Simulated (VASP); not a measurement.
# BP (F-43m) in VASP: a series of runs

BP is run at these levels: PBEsol; tasks: relaxation of cell and atoms.

All numbers are computed with VASP 6.6.1; they aren't measurements. Logs are shortened: lines on timing, memory, paths and dates and some standing lists are left out, and cuts for length are marked.

### 1 The cell of the first run

It takes space group F-43m (No. 216, cubic). The conventional cell has a = 4.520 Å, b = 4.520 Å, c = 4.520 Å, α = 90.00°, β = 90.00°, γ = 90.00°. B (site symmetry -43m) has 4 P at 1.96 Å within 2.6 Å. Within 2.6 Å of P (site symmetry -43m) lie 4 B at 1.96 Å.

### 2 Relaxation of cell and atoms, PBEsol, target pressure 4 GPa, at which the enthalpy is minimised

The input, INCAR:

```
PREC = Accurate
ENCUT = 600
EDIFF = 1E-7
ISMEAR = 0
SIGMA = 0.01
LREAL = F
LASPH = T
NELM = 100
ALGO = Normal
ISIF = 3
LWAVE = F
LCHARG = F
GGA = PS
IBRION = 2
NSW = 100
EDIFFG = -0.002
PSTRESS = 40.0
```

The input, KPOINTS:

```
regular mesh
0
Gamma
  8 8 8
```

The input, POSCAR:

```
BP
1.0
    0.0000000000      2.2600703551      2.2600703551
    2.2600703551      0.0000000000      2.2600703551
    2.2600703551      2.2600703551      0.0000000000
B P
1 1
Direct
    0.0000000000      0.0000000000      0.0000000000
    0.7500000000      0.7500000000      0.7500000000
```

Potentials or basis: VASP PAW PBE potentials, release 64 (B, P).

Run with:

```console
$ cat potpaw_PBE.64/B/POTCAR potpaw_PBE.64/P/POTCAR > POTCAR
$ mpirun -np 1 vasp_std > vasp.out
```

OUTCAR:

```text
PREC = Accurate
   ENCUT = 600
   EDIFF = 1E-7
   ISMEAR = 0
   LREAL = F
   LASPH = T
   NELM = 100
   ISIF = 3
   GGA = PS
   IBRION = 2
   NSW = 100
   EDIFFG = -0.002
   PSTRESS = 40.0

 ion  position               nearest neighbor table
   1  0.000  0.000  0.000-   2 1.96   2 1.96   2 1.96   2 1.96
   2  0.750  0.750  0.750-   1 1.96   1 1.96   1 1.96   1 1.96

  LATTYP: Found a face centered cubic cell.
 ALAT       =     4.5201407102

  Lattice vectors:

 A1 = (   0.0000000000,   2.2600703551,   2.2600703551)
 A2 = (   2.2600703551,   0.0000000000,   2.2600703551)
 A3 = (   2.2600703551,   2.2600703551,   0.0000000000)

Analysis of symmetry for initial positions (statically):
=====================================================================
 Subroutine PRICEL returns:
 Original cell was already a primitive cell.

 Routine SETGRP: Setting up the symmetry group for a
 face centered cubic supercell.

 Subroutine GETGRP returns: Found 24 space group operations
 (whereof 24 operations were pure point group operations)
 out of a pool of 48 trial point group operations.

The static configuration has the point symmetry T_d .

Analysis of symmetry for dynamics (positions and initial velocities):
=====================================================================
 Subroutine PRICEL returns:
 Original cell was already a primitive cell.

 Routine SETGRP: Setting up the symmetry group for a
 face centered cubic supercell.

 Subroutine GETGRP returns: Found 24 space group operations
 (whereof 24 operations were pure point group operations)
 out of a pool of 48 trial point group operations.

The dynamic configuration has the point symmetry T_d .

 Subroutine INISYM returns: Found 24 space group operations
 (whereof 24 operations are pure point group operations),
 and found     1 'primitive' translations

----------------------------------------------------------------------------------------

                                     Primitive cell

  volume of cell :      23.0885

  direct lattice vectors                    reciprocal lattice vectors
     0.000000000  2.260070355  2.260070355    -0.221232051  0.221232051  0.221232051
     2.260070355  0.000000000  2.260070355     0.221232051 -0.221232051  0.221232051
     2.260070355  2.260070355  0.000000000     0.221232051  0.221232051 -0.221232051

[... 89 lines left out ...]
   ISIF   =      3    stress and relaxation
   ISYM   =      2    0-nonsym 1-usesym 2-fastsym
   POTIM  = 0.5000    time-step for ionic-motion
   TEBEG  =    0.0;   TEEND  =   0.0 temperature during run
   PSTRESS=   40.0 pullay stress
   NELECT =       8.0000    total number of electrons
   NUPDOWN=      -1.0000    fix difference up-down
   EMIN   =  10.00;   EMAX   =-10.00  energy-range for DOS
   EFERMI =   0.00;   METHOD = LEGACY
   ISMEAR =     0;   SIGMA  =   0.01  broadening in eV -4-tet -1-fermi 0-gaus
   EFERMI_NEDOS =   21; number of points for ismear=-14 and -15
   IALGO  =     38    algorithm
   IMIX   =      4    mixing-type and parameters
     AMIX     =   0.40;   BMIX     =  1.00
     AMIX_MAG =   1.60;   BMIX_MAG =  1.00
  volume/ion in A,a.u.               =      11.54        77.90
  Fermi-wavevector in a.u.,A,eV,Ry     =   1.149846  2.172893 17.988874  1.322145
  Thomas-Fermi vector in A             =   2.286513
   LORBIT       =      0    0 simple, 1 ext, 2 COOP (PROOUT), +10 PAW based schemes
   GGA     = PS    functional components
   LHFCALC =     F    Hartree Fock is set to
   AEXX    =    0.0000 exact exchange contribution
   IVDW    =     0    specifies the selected vdW correction
   LEPSILON=     F    determine dielectric tensor
   LRPA    =     F    only Hartree local field effects (RPA)
 conjugate gradient relaxation of ions
 non-spin polarized calculation
 Gauss-broadening in eV      SIGMA  =   0.01
  energy-cutoff  :      600.00
  volume of cell :       23.09
 maximum number of plane-waves:       784
 NGX is ok and might be reduce to    28
   NGX = 13   NGY = 13   NGZ = 13

--------------------------------------- Ionic step        1  -------------------------------------------

 number of electron       8.0000000 magnetization

 Free energy of the ion-electron system (eV)
  ---------------------------------------------------
  ext. energy  EPLUGINS =         0.00000000
  ---------------------------------------------------
  free energy    TOTEN  =       -13.67320633 eV

  energy without entropy =      -13.67320633  energy(sigma->0) =      -13.67320633

------------------------ aborting loop because EDIFF is reached ----------------------------------------

  FORCE on cell =-STRESS in cart. coord.  units (eV):
  Direction    XX          YY          ZZ          XY          YZ          ZX
  --------------------------------------------------------------------------------------
  -------------------------------------------------------------------------------------
  Total        0.0183052      0.0183052      0.0183052     -0.0000000     -0.0000000     -0.0000000
  in kB        1.2702504      1.2702504      1.2702504     -0.0000000     -0.0000000     -0.0000000
  external PRESSURE =     -38.7297496 kB  Pullay stress =      40.0000000 kB
[... 63 lines left out ...]
--------------------------------------- Ionic step        3  -------------------------------------------

 number of electron       8.0000001 magnetization

 Free energy of the ion-electron system (eV)
  ---------------------------------------------------
  ext. energy  EPLUGINS =         0.00000000
  ---------------------------------------------------
  free energy    TOTEN  =       -13.66689728 eV

  energy without entropy =      -13.66689728  energy(sigma->0) =      -13.66689728

 E-fermi :   7.8988     XC(G=0): -11.1878

 val. band max:        7.8088293645   @ k =   0.0000   0.0000   0.0000
 cond. band min:       8.9323409050   @ k =   0.3750   0.3750   0.0000
 fundamental gap:      1.1235115405
 Fermi energy:         7.8987674219

 k-point     1 :       0.0000    0.0000    0.0000
  band No.  band energies     occupation
      1      -7.9931      2.00000
      2       7.8088      2.00000
      3       7.8088      2.00000
      4       7.8088      2.00000
      5      11.2171      0.00000
      6      11.2171      0.00000
      7      11.2171      0.00000
      8      15.6669      0.00000
[... 243 lines left out ...]
 k-point    24 :      -0.3750    0.2500    0.1250
  band No.  band energies     occupation
      1      -3.8307      2.00000
      2      -0.9033      2.00000
      3       3.1457      2.00000
      4       4.5589      2.00000
      5      11.9089      0.00000
      6      13.0597      0.00000
      7      16.3006      0.00000
      8      17.7425      0.00000

 [... further k-points ...]
[... 5 lines left out ...]
  --------------------------------------------------------------------------------------
  -------------------------------------------------------------------------------------
  Total        0.5634186      0.5634186      0.5634186      0.0000000      0.0000000     -0.0000000
  in kB       39.9612539     39.9612539     39.9612539      0.0000000      0.0000000     -0.0000000
  external PRESSURE =      -0.0387461 kB  Pullay stress =      40.0000000 kB
[... 21 lines left out ...]
  energy  without entropy=      -13.6668972816  energy(sigma->0) =      -13.66689728

  enthalpy is  TOTEN    =       -13.1029323821 eV   P V=        0.5639648995

 reached required accuracy - stopping structural energy minimisation
```

CONTCAR:

```text
BP
   1.00000000000000
    -0.0000000000000000    2.2436626417212078    2.2436626417212078
     2.2436626417212078   -0.0000000000000000    2.2436626417212078
     2.2436626417212078    2.2436626417212078   -0.0000000000000000
  B               P
     1     1
Direct
     0.0000000000000000    0.0000000000000000    0.0000000000000000
     0.7500000000000000    0.7500000000000000    0.7500000000000000

  0.00000000E+00  0.00000000E+00  0.00000000E+00
  0.00000000E+00  0.00000000E+00  0.00000000E+00
```

Wall time 27 s (1 thread of Intel Xeon 8259CL, shared host); peak memory 0.15 GiB.

Results:

```
Free energy                                            : -13.6669 eV
Relaxed volume                                         : 11.29 Å³/atom
Relaxed cell                                           : a = 3.173 Å, b = 3.173 Å, c = 3.173 Å, α = 60.00°, β = 60.00°, γ = 60.00°
Space group after relaxing (to 0.05 Å)                 : F-43m (No. 216)
Energy change on relaxing (the enthalpy is what falls) : +3.2 meV/atom
Ionic steps                                            : 3
Pressure after relaxing                                : 4.0 GPa
Band gap on the k mesh                                 : 1.12 eV, indirect (least direct gap 3.41 eV)
```

Step by step:
```
step  energy change (eV)  largest force (eV/Å)  pressure (GPa)  volume (Å³)
   1              0.0000                0.0000            0.13        23.09
   2              0.0214                0.0000            7.58        22.17
   3              0.0063                0.0000            4.00        22.59
```

Final structure:
```
B P
1.0
     0.00000    2.24366    2.24366
     2.24366    0.00000    2.24366
     2.24366    2.24366    0.00000
B P
1 1
Direct
  0.00000 0.00000 0.00000
  0.75000 0.75000 0.75000
```

Levels at points of the mesh, in eV from the valence-band top:
| k point | band 1 | band 2 | band 3 | band 4 | band 5 | band 6 | band 7 | band 8 |
| --- | --- | --- | --- | --- | --- | --- | --- | --- |
| (0.00, 0.00, 0.00) | -15.80 | 0.00 | 0.00 | 0.00 | 3.41 | 3.41 | 3.41 | 7.86 |
| (0.50, 0.00, 0.00) | -12.32 | -9.34 | -1.81 | -1.81 | 3.94 | 4.67 | 4.67 | 10.04 |
| (0.50, 0.50, 0.00) | -10.75 | -8.77 | -4.27 | -4.27 | 1.16 | 1.49 | 12.41 | 12.41 |

Caveat: the cell is relaxed towards a set pressure, so the enthalpy falls and the energy may rise; the PAW data sets were made with another functional, which shifts forces and pressure a little.

### 3 Relaxation of cell and atoms, PBEsol, target pressure 7 GPa, at which the enthalpy is minimised

The input, INCAR:

```
SYSTEM = BP
PREC = Accurate
ENCUT = 600
EDIFF = 1E-6
ISMEAR = 0
SIGMA = 0.01
LREAL = .False.
LASPH = .True.
NELM = 60
ALGO = Normal
ISIF = 3
LWAVE = .False.
LCHARG = .False.
GGA = PS
IBRION = 2
NSW = 100
EDIFFG = -0.002
PSTRESS = 70.0
```

The input, KPOINTS:

```
regular mesh
0
Gamma
  8 8 8
  0 0 0
```

POSCAR is that of step 2.

Potentials or basis: VASP PAW PBE potentials, release 64 (B, P).

Run with:

```console
$ cat potpaw_PBE.64/B/POTCAR potpaw_PBE.64/P/POTCAR > POTCAR
$ mpirun -np 1 vasp_std > vasp.out
```

Run time: 36 s. Hardware: 1 thread of Intel Xeon 8259CL, shared host; peak memory 0.15 GiB.

Results (log left out):

| Item | Value |
| --- | --- |
| Free energy | -13.6548 eV |
| Relaxed volume | 11.12 Å³/atom |
| Relaxed cell | a = 3.156 Å, b = 3.156 Å, c = 3.156 Å, α = 60.00°, β = 60.00°, γ = 60.00° |
| Space group after relaxing (to 0.05 Å) | F-43m (No. 216) |
| Energy change on relaxing (the enthalpy is what falls) | +9.2 meV/atom |
| Ionic steps | 6 |
| Pressure after relaxing | 7.0 GPa |
| Band gap on the k mesh | 1.10 eV, indirect (least direct gap 3.43 eV) |

Step by step:
```tsv
step	energy change (eV)	largest force (eV/Å)	pressure (GPa)	volume (Å³)
1	0.0000	0.0000	0.13	23.09
2	0.0684	0.0000	14.24	21.47
3	0.0183	0.0000	6.97	22.24
4	0.0190	0.0000	7.11	22.22
5	0.0181	0.0000	6.93	22.24
6	0.0184	0.0000	7.00	22.23
```

Final structure:
```xyz
2
Lattice="0.0000 2.2318 2.2318 2.2318 0.0000 2.2318 2.2318 2.2318 0.0000" Properties=species:S:1:pos:R:3 pbc="T T T"
B     0.0000    0.0000    0.0000
P     3.3478    3.3478    3.3478
```

Levels at points of the mesh, in eV from the valence-band top:
| k point | band 1 | band 2 | band 3 | band 4 | band 5 | band 6 | band 7 | band 8 |
| --- | --- | --- | --- | --- | --- | --- | --- | --- |
| (0.00, 0.00, 0.00) | -15.95 | 0.00 | 0.00 | 0.00 | 3.43 | 3.43 | 3.43 | 8.10 |
| (0.50, 0.00, 0.00) | -12.40 | -9.46 | -1.83 | -1.83 | 4.03 | 4.68 | 4.68 | 10.10 |
| (0.50, 0.50, 0.00) | -10.81 | -8.86 | -4.33 | -4.33 | 1.13 | 1.47 | 12.56 | 12.56 |

Caveat: the cell is relaxed towards a set pressure, so the enthalpy falls and the energy may rise; the PAW data sets were made with another functional, which shifts forces and pressure a little.

### 4 Relaxation of cell and atoms, PBEsol, target pressure 10 GPa, at which the enthalpy is minimised

The input, INCAR:

```
ALGO = Normal ; EDIFF = 1E-6
EDIFFG = -0.002 ; ENCUT = 600
GGA = PS ; IBRION = 2
ISIF = 3 ; ISMEAR = 0
LASPH = T ; LCHARG = F
LREAL = F ; LWAVE = F
NELM = 100 ; NSW = 100
PREC = Accurate ; PSTRESS = 100.0
SIGMA = 0.01
```

The input, KPOINTS:

```
k-points
0
Gamma
  8 8 8
```

POSCAR is that of step 3.

Run with:

```console
$ cat potpaw_PBE.64/B/POTCAR potpaw_PBE.64/P/POTCAR > POTCAR
$ mpirun -np 1 vasp_std > vasp.out
```

It took 39 s on 1 thread of Intel Xeon 8259CL, shared host; peak memory 0.15 GiB.

Results (log left out):

```
Free energy                                            : -13.6373 eV
Relaxed volume                                         : 10.95 Å³/atom
Relaxed cell                                           : a = 3.141 Å, b = 3.141 Å, c = 3.141 Å, α = 60.00°, β = 60.00°, γ = 60.00°
Space group after relaxing (to 0.05 Å)                 : F-43m (No. 216)
Energy change on relaxing (the enthalpy is what falls) : +18.0 meV/atom
Ionic steps                                            : 6
Pressure after relaxing                                : 10.0 GPa
Band gap on the k mesh                                 : 1.09 eV, indirect (least direct gap 3.46 eV)
```

Step by step:
| step | energy change (eV) | largest force (eV/Å) | pressure (GPa) | volume (Å³) |
| --- | --- | --- | --- | --- |
| 1 | 0.0000 | 0.0000 | 0.13 | 23.09 |
| 2 | 0.1445 | 0.0000 | 21.76 | 20.79 |
| 3 | 0.0353 | 0.0000 | 9.91 | 21.91 |
| 4 | 0.0368 | 0.0000 | 10.12 | 21.89 |
| 5 | 0.0353 | 0.0000 | 9.91 | 21.91 |
| 6 | 0.0359 | 0.0000 | 9.99 | 21.90 |

Final structure:
```
B P
1.0
     0.00000    2.22075    2.22075
     2.22075    0.00000    2.22075
     2.22075    2.22075    0.00000
B P
1 1
Direct
  0.00000 0.00000 0.00000
  0.75000 0.75000 0.75000
```

Levels at points of the mesh, in eV from the valence-band top:
```tsv
k point	band 1	band 2	band 3	band 4	band 5	band 6	band 7	band 8
(0.00, 0.00, 0.00)	-16.09	0.00	0.00	0.00	3.46	3.46	3.46	8.34
(0.50, 0.00, 0.00)	-12.48	-9.57	-1.84	-1.84	4.13	4.69	4.69	10.15
(0.50, 0.50, 0.00)	-10.86	-8.94	-4.38	-4.38	1.10	1.46	12.71	12.71
```

Caveat: the cell is relaxed towards a set pressure, so the enthalpy falls and the energy may rise; the PAW data sets were made with another functional, which shifts forces and pressure a little. A k mesh can miss the band edges.

(Continued in part 2 of 2.)
